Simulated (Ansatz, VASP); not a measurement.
**Ga2O3: VASP beside Ansatz**

```
CELL_PARAMETERS angstrom
6.13912 -1.52369 0.00846
6.13912 1.52369 0.00846
-1.38548 0.00000 5.64257
ATOMIC_POSITIONS crystal
Ga 0.09046 0.09046 0.79527
Ga 0.90954 0.90954 0.20473
Ga 0.65876 0.65876 0.31444
Ga 0.34124 0.34124 0.68556
O 0.16525 0.16525 0.10947
O 0.83475 0.83475 0.89053
O 0.17323 0.17323 0.56277
O 0.82677 0.82677 0.43723
O 0.49625 0.49625 0.25595
O 0.50375 0.50375 0.74405
```

Alike in both runs: task single point; functional PBEsol; k mesh 10 × 10 × 6; occupations gaussian, width 0.02 eV; no spin polarisation.

|  | VASP | Ansatz |
| --- | --- | --- |
| version | VASP 6.6.1 | Ansatz 0.2.0 |
| potentials or method | VASP PAW PBE potentials, release 64 (Ga_d, O), cutoff 520 eV | scalar-relativistic, plane waves, PAW |
| valence electrons in the cell | 88 | 88 |

```csv
,VASP,Ansatz,Ansatz less VASP
gap on the k mesh at the Fermi level (eV),2.22,2.23,+0.004
least direct gap on the mesh (eV),2.25,2.25,+0.002
pressure (GPa),0.3,0.0,-0.33
"traceless stress, the component that is largest in VASP (GPa)",0.10,0.00,-0.099
rms of the force components (eV/Å),0.007,0.001,-0.0068
```

VASP's potentials were made for PBE, not for PBEsol, and Ansatz warns of the same on its side. Atom by atom the forces differ by 0.007 eV/Å (rms over components). The functional is the same, so the differences come from potentials, cutoffs and numerics.
